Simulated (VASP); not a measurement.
# Cu (P6_3/mmc) in VASP: further runs

Cu is run at these levels: PBEsol; tasks: single point.

Program: VASP 6.6.1. These are calculated values, not measurements. Logs are shortened: lines on timing, memory, paths and dates and some standing lists are left out, and cuts for length are marked.

**1. The cell of the first run**

The structure is hexagonal, space group P6_3/mmc (No. 194). The conventional cell has a = 2.534 Å, b = 2.534 Å, c = 4.113 Å, α = 90.00°, β = 90.00°, γ = 120.00°. Within 3.3 Å of Cu (site symmetry -6m2) lie 12 Cu at 2.52 to 2.53 Å.

**2. Single point, PBEsol**

Input file INCAR:

```
SYSTEM = Cu
PREC     = Accurate       ! precision mode
ENCUT    = 520            ! plane-wave cutoff, eV
EDIFF    = 1E-6           ! SCF threshold, eV
ISMEAR   = -1             ! smearing method
SIGMA    = 0.1            ! smearing width, eV
LREAL    = .False.        ! projectors in reciprocal space
LASPH    = .True.         ! aspherical terms in the spheres
NELM     = 80             ! most SCF steps
ALGO     = Normal         ! electronic algorithm
ISIF     = 2              ! what is computed and relaxed
LWAVE    = .False.        ! write WAVECAR
LCHARG   = .True.         ! write CHGCAR
GGA      = PS             ! functional
LELF     = .True.         ! ELF
LVHAR    = .True.       
NBANDS   = 18             ! bands
```

Input file KPOINTS:

```
regular mesh
0
Gamma
  13 13 7
  0 0 0
```

Input file POSCAR:

```
Cu
1.0
    2.5341000000      0.0000000000      0.0000000000
   -1.2670500000      2.1945900000      0.0000000000
    0.0000000000      0.0000000000      4.1125700000
Cu
2
Direct
    0.3333333333      0.6666666667      0.2500000000
    0.6666666667      0.3333333333      0.7500000000
```

Potentials or basis: VASP PAW PBE potentials, release 64 (Cu).

Command:

```bash
$ cat potpaw_PBE.64/Cu/POTCAR > POTCAR
$ mpirun -np 1 vasp_std > vasp.out
```

OUTCAR:

```text
SYSTEM = Cu
   PREC = Accurate
   ENCUT = 520
   EDIFF = 1E-6
   ISMEAR = -1
   LREAL = .False.
   LASPH = .True.
   NELM = 80
   ISIF = 2
   GGA = PS

 ion  position               nearest neighbor table
   1  0.333  0.667  0.250-   2 2.52   2 2.52   2 2.52   2 2.52   2 2.52   2 2.52
   2  0.667  0.333  0.750-   1 2.52   1 2.52   1 2.52   1 2.52   1 2.52   1 2.52

  LATTYP: Found a hexagonal cell.
 ALAT       =     2.5341000000
 C/A-ratio  =     1.6228917564

  Lattice vectors:

 A1 = (   2.5341000000,   0.0000000000,   0.0000000000)
 A2 = (  -1.2670500000,   2.1945900000,   0.0000000000)
 A3 = (   0.0000000000,   0.0000000000,   4.1125700000)

Analysis of symmetry for initial positions (statically):
=====================================================================
 Subroutine PRICEL returns:
 Original cell was already a primitive cell.

 Routine SETGRP: Setting up the symmetry group for a
 hexagonal supercell.

 Subroutine GETGRP returns: Found 24 space group operations
 (whereof 12 operations were pure point group operations)
 out of a pool of 24 trial point group operations.

The static configuration has the point symmetry D_3d.
 The point group associated with its full space group is D_6h.

Analysis of symmetry for dynamics (positions and initial velocities):
=====================================================================
 Subroutine PRICEL returns:
 Original cell was already a primitive cell.

 Routine SETGRP: Setting up the symmetry group for a
 hexagonal supercell.

 Subroutine GETGRP returns: Found 24 space group operations
 (whereof 12 operations were pure point group operations)
 out of a pool of 24 trial point group operations.

The dynamic configuration has the point symmetry D_3d.
 The point group associated with its full space group is D_6h.

 Subroutine INISYM returns: Found 24 space group operations
 (whereof 12 operations are pure point group operations),
 and found     1 'primitive' translations

----------------------------------------------------------------------------------------

                                     Primitive cell

  volume of cell :      22.8713

  direct lattice vectors                    reciprocal lattice vectors
     2.534100000  0.000000000  0.000000000     0.394617418  0.227832989  0.000000000
    -1.267050000  2.194590000  0.000000000     0.000000000  0.455665979  0.000000000
     0.000000000  0.000000000  4.112570000     0.000000000  0.000000000  0.243156955

  length of vectors
     2.534100000  2.534095691  4.112570000     0.455665204  0.455665979  0.243156955

  position of ions in fractional coordinates (direct lattice)
     0.333333333  0.666666667  0.250000000
     0.666666667  0.333333333  0.750000000

  ion indices of the primitive-cell ions
   primitive index   ion index
                 1           1
                 2           2

----------------------------------------------------------------------------------------

 KPOINTS: regular mesh

Automatic generation of k-mesh.
 Grid dimensions read from file:
 generate k-points for:   13   13    7

 Generating k-lattice:

  Cartesian coordinates                     Fractional coordinates (reciprocal lattice)
     0.030355186  0.017525615  0.000000000     0.076923077  0.000000000  0.000000000
     0.000000000  0.035051229  0.000000000     0.000000000  0.076923077  0.000000000
     0.000000000  0.000000000  0.034736708     0.000000000  0.000000000  0.142857143

  Length of vectors
     0.035051170  0.035051229  0.034736708

  Shift w.r.t. Gamma in fractional coordinates (k-lattice)
     0.000000000  0.000000000  0.000000000

 Subroutine IBZKPT returns following result:
 ===========================================

 Found     84 irreducible k-points:

 Following reciprocal coordinates:
            Coordinates               Weight
  0.000000  0.000000  0.000000      1.000000
  0.076923 -0.000000  0.000000      6.000000
  0.153846 -0.000000  0.000000      6.000000
  0.230769  0.000000  0.000000      6.000000
  0.307692 -0.000000  0.000000      6.000000
  0.384615  0.000000  0.000000      6.000000
[... 16 lines left out ...]
  0.076923 -0.000000  0.142857     12.000000
  0.153846 -0.000000  0.142857     12.000000
 [... further k-points ...]
   k-points           NKPTS =     84   k-points in BZ     NKDIM =     84   number of bands    NBANDS=     18
   number of dos      NEDOS =    301   number of ions     NIONS =      2
   total plane-waves  NPLWV =  12800
   dimension x,y,z NGX =    20 NGY =   20 NGZ =   32
   dimension x,y,z NGXF=    40 NGYF=   40 NGZF=   64
   ions per type =               2
   NGX,Y,Z   is equivalent  to a cutoff of  13.12, 13.12, 12.94 a.u.
   NGXF,Y,Z  is equivalent  to a cutoff of  26.24, 26.24, 25.87 a.u.
 SYSTEM =  Cu
   PREC   = accura    normal or accurate (medium, high low for compatibility)
   ISTART =      0    job   : 0-new  1-cont  2-samecut
   ICHARG =      2    charge: 1-file 2-atom 10-const
   ISPIN  =      1    spin polarized calculation?
   LNONCOLLINEAR =      F non collinear calculations
   LSORBIT =      F    spin-orbit coupling
   LASPH  =      T    aspherical Exc in radial PAW
   ENCUT  =  520.0 eV  38.22 Ry    6.18 a.u.   4.71  4.71  7.65*2*pi/ulx,y,z
   NELM   =     80;   NELMIN=  2; NELMDL= -5     # of ELM steps
   EDIFF  = 0.1E-05   stopping-criterion for ELM
   LREAL  =      F    real-space projection
   EDIFFG = 0.1E-04   stopping-criterion for IOM
   NSW    =      0    number of steps for IOM
   IBRION =     -1    ionic relax: 0-MD 1-quasi-New 2-CG
   NFREE  =      0    steps in history (QN), initial steepest desc. (CG)
   ISIF   =      2    stress and relaxation
   ISYM   =      2    0-nonsym 1-usesym 2-fastsym
   POTIM  = 0.5000    time-step for ionic-motion
   TEBEG  =    0.0;   TEEND  =   0.0 temperature during run
   PSTRESS=    0.0 pullay stress
   NELECT =      22.0000    total number of electrons
   NUPDOWN=      -1.0000    fix difference up-down
   EMIN   =  10.00;   EMAX   =-10.00  energy-range for DOS
   EFERMI =   0.00;   METHOD = LEGACY
   ISMEAR =    -1;   SIGMA  =   0.10  broadening in eV -4-tet -1-fermi 0-gaus
   EFERMI_NEDOS =   21; number of points for ismear=-14 and -15
   IALGO  =     38    algorithm
   IMIX   =      4    mixing-type and parameters
     AMIX     =   0.40;   BMIX     =  1.00
     AMIX_MAG =   1.60;   BMIX_MAG =  1.00
  volume/ion in A,a.u.               =      11.44        77.17
  Fermi-wavevector in a.u.,A,eV,Ry     =   1.616041  3.053874 35.532797  2.611587
  Thomas-Fermi vector in A             =   2.710691
   LORBIT       =      0    0 simple, 1 ext, 2 COOP (PROOUT), +10 PAW based schemes
   GGA     = PS    functional components
   LHFCALC =     F    Hartree Fock is set to
   AEXX    =    0.0000 exact exchange contribution
   IVDW    =     0    specifies the selected vdW correction
   LEPSILON=     F    determine dielectric tensor
   LRPA    =     F    only Hartree local field effects (RPA)
 non-spin polarized calculation
  energy-cutoff  :      520.00
  volume of cell :       22.87
 maximum number of plane-waves:       634
 NGX is ok and might be reduce to    20
   NGX =  9   NGY =  9   NGZ = 15

 number of electron      21.9999982 magnetization

 Free energy of the ion-electron system (eV)
  ---------------------------------------------------
  ext. energy  EPLUGINS =         0.00000000
  ---------------------------------------------------
  free energy    TOTEN  =        -8.61541057 eV

  energy without entropy =       -8.59975953  energy(sigma->0) =       -8.60758505

 E-fermi :   7.7955     XC(G=0): -13.0972

 val. band max:        7.7040131771   @ k =   0.3846   0.0000   0.4286
 cond. band min:       7.8627642529   @ k =   0.1538  -0.0000   0.1429
 fundamental gap:      0.1587510758
 Fermi energy:         7.7954794316

 k-point     1 :       0.0000    0.0000    0.0000
  band No.  band energies     occupation
      1      -1.8331      2.00000
      2       2.5335      2.00000
      3       4.6916      2.00000
      4       4.7296      2.00000
      5       4.7296      2.00000
      6       4.9539      2.00000
[... 10 lines left out ...]
     17      31.5227      0.00000
     18      31.5230      0.00000

 k-point     2 :       0.0769   -0.0000    0.0000
  band No.  band energies     occupation
      1      -1.6381      2.00000
      2       2.6458      2.00000
      3       4.5624      2.00000
      4       4.8021      2.00000
      5       4.8376      2.00000
      6       4.9213      2.00000
[... 10 lines left out ...]
     17      32.5248      0.00000
     18      32.5706      0.00000

 k-point     3 :       0.1538   -0.0000    0.0000
  band No.  band energies     occupation
      1      -1.0646      2.00000
      2       2.9384      2.00000
      3       4.3782      2.00000
      4       4.6308      2.00000
      5       4.8014      2.00000
      6       5.0081      2.00000
[... 10 lines left out ...]
     17      30.3693      0.00000
     18      32.1121      0.00000

 k-point     4 :       0.2308    0.0000    0.0000
  band No.  band energies     occupation
      1      -0.1544      2.00000
      2       3.2506      2.00000
      3       4.0947      2.00000
      4       4.2231      2.00000
      5       4.7079      2.00000
      6       4.9410      2.00000
[... 375 lines left out ...]
      4       4.6935      2.00000
      5       4.6935      2.00000
      6       4.9150      2.00000
[... 10 lines left out ...]
     17      30.0405      0.00000
     18      31.6324      0.00000

 k-point    23 :       0.0769   -0.0000    0.1429
  band No.  band energies     occupation
      1      -1.4479      2.00000
      2       2.5416      2.00000
      3       4.5586      2.00000
      4       4.7462      2.00000
      5       4.7581      2.00000
      6       4.8277      2.00000
[... 10 lines left out ...]
     17      30.0951      0.00000
     18      31.8823      0.00000

 k-point    24 :       0.1538   -0.0000    0.1429
  band No.  band energies     occupation
      1      -0.8800      2.00000
      2       2.8674      2.00000
      3       4.3931      2.00000
      4       4.4353      2.00000
      5       4.7488      2.00000
      6       4.9131      2.00000
[... 10 lines left out ...]
     17      29.2399      0.00000
     18      30.6179      0.00000

 [... further k-points ...]
[... 5 lines left out ...]
  --------------------------------------------------------------------------------------
  -------------------------------------------------------------------------------------
  Total       -0.3114401     -0.3114387      0.1853761     -0.0000000      0.0000000      0.0000000
  in kB      -21.8169815    -21.8168826     12.9859518     -0.0000000      0.0000000      0.0000000
  external PRESSURE =     -10.2159708 kB  Pullay stress =       0.0000000 kB

 VOLUME and BASIS-vectors are now :
 -----------------------------------------------------------------------------
  energy-cutoff  :      520.00
  volume of cell :       22.87
      direct lattice vectors                 reciprocal lattice vectors
     2.534100000  0.000000000  0.000000000     0.394617418  0.227832989  0.000000000
    -1.267050000  2.194590000  0.000000000     0.000000000  0.455665979  0.000000000
     0.000000000  0.000000000  4.112570000     0.000000000  0.000000000  0.243156955

 POSITION                                       TOTAL-FORCE (eV/Angst)
 -----------------------------------------------------------------------------------
     -0.00000      1.46306      1.02814         0.000000      0.000000      0.000000
      1.26705      0.73153      3.08443        -0.000000     -0.000000     -0.000000
 -----------------------------------------------------------------------------------
    total drift:                               -0.000000      0.000000     -0.000000

  FREE ENERGIE OF THE ION-ELECTRON SYSTEM (eV)
  ---------------------------------------------------
  free  energy   TOTEN  =        -8.6154105684 eV

  energy  without entropy=       -8.5997595282  energy(sigma->0) =       -8.60758505
```

It took 34 s on 1 thread of AMD EPYC 7R43 (Zen 3), shared host; peak memory 0.11 GiB.

Results:

| Quantity | Value |
| --- | --- |
| Free energy | -8.6154 eV |
| Pressure | -1.0 GPa |
| Band gap on the k mesh | zero (band 11 reaches 10.86 eV, above the bottom of band 12 at 5.88 eV) |

Caveat: the PAW data sets were made with another functional, which shifts forces and pressure a little.

**3. Single point, PBEsol**

This run uses another cell than the first one, of 11.66 Å³/atom, 1.020 times its volume.

Input file INCAR:

```
ALGO     = Normal         # electronic algorithm
EDIFF    = 1E-6           # SCF threshold, eV
ENCUT    = 520            # plane-wave cutoff, eV
GGA      = PS             # functional
ISIF     = 2              # what is computed and relaxed
ISMEAR   = -1             # smearing method
LASPH    = T              # aspherical terms in the spheres
LCHARG   = T              # write CHGCAR
LELF     = T              # ELF
LREAL    = F              # projectors in reciprocal space
LVHAR    = T            
LWAVE    = F              # write WAVECAR
NBANDS   = 18             # bands
NELM     = 100            # most SCF steps
PREC     = Accurate       # precision mode
SIGMA    = 0.1            # smearing width, eV
```

Input file KPOINTS:

```
k-points
0
Gamma
  13 13 7
```

Input file POSCAR:

```
Cu
1.0
    2.5508826083      0.0000000000      0.0000000000
   -1.2754413041      2.2091241322      0.0000000000
    0.0000000000      0.0000000000      4.1398063567
Cu
2
Direct
    0.3333333333      0.6666666667      0.2500000000
    0.6666666667      0.3333333333      0.7500000000
```

Potentials or basis: VASP PAW PBE potentials, release 64 (Cu).

Command:

```bash
$ cat potpaw_PBE.64/Cu/POTCAR > POTCAR
$ mpirun -np 1 vasp_std > vasp.out
```

It took 37 s on 1 thread of AMD EPYC 7R43 (Zen 3), shared host; peak memory 0.12 GiB.

It converged, with:

- Free energy: -8.6085 eV
- Pressure: -4.0 GPa
- Band gap on the k mesh: zero (band 11 reaches 10.57 eV, above the bottom of band 12 at 5.66 eV)

Stress tensor (GPa, compression positive):
```
-5.11  0.00  0.00
 0.00 -5.11  0.00
 0.00  0.00 -1.80
```

Levels at points of the mesh, in eV from the Fermi level:
```csv
k point,band 9,band 10,band 11,band 12,band 13,band 14
"(0.00, 0.00, 0.00)",-2.51,-1.73,-1.73,-1.00,3.89,21.36
```

Caveat: the PAW data sets were made with another functional, which shifts forces and pressure a little.

**4. Single point, PBEsol**

This run uses another cell than the first one, of 11.89 Å³/atom, 1.040 times its volume.

Input file INCAR:

```
ALGO = Normal
EDIFF = 1E-7
ENCUT = 520
GGA = PS
ISIF = 2
ISMEAR = -1
LASPH = True
LCHARG = False
LREAL = False
LWAVE = False
NBANDS = 18
NELM = 80
PREC = Accurate
SIGMA = 0.1
```

KPOINTS is that of step 3.

Input file POSCAR:

```
Cu
1.0
    2.5674472452      0.0000000000      0.0000000000
   -1.2837236226      2.2234694960      0.0000000000
    0.0000000000      0.0000000000      4.1666889694
Cu
2
Direct
    0.3333333333      0.6666666667      0.2500000000
    0.6666666667      0.3333333333      0.7500000000
```

Command:

```bash
$ cat potpaw_PBE.64/Cu/POTCAR > POTCAR
$ mpirun -np 1 vasp_std > vasp.out
```

It took 31 s on 1 thread of AMD EPYC 7R43 (Zen 3), shared host; peak memory 0.12 GiB.

It converged, with:

- Free energy: -8.5936 eV
- Pressure: -6.6 GPa
- Band gap on the k mesh: zero (band 11 reaches 10.29 eV, above the bottom of band 12 at 5.44 eV)

Stress tensor (GPa, compression positive):
```
-7.68  0.00  0.00
 0.00 -7.68  0.00
 0.00  0.00 -4.54
```

Levels at points of the mesh, in eV from the Fermi level:
| k point | band 9 | band 10 | band 11 | band 12 | band 13 | band 14 |
| --- | --- | --- | --- | --- | --- | --- |
| (0.00, 0.00, 0.00) | -2.47 | -1.71 | -1.71 | -0.95 | 3.79 | 21.21 |

Caveat: the PAW data sets were made with another functional, which shifts forces and pressure a little.

(Continued in part 2 of 2.)
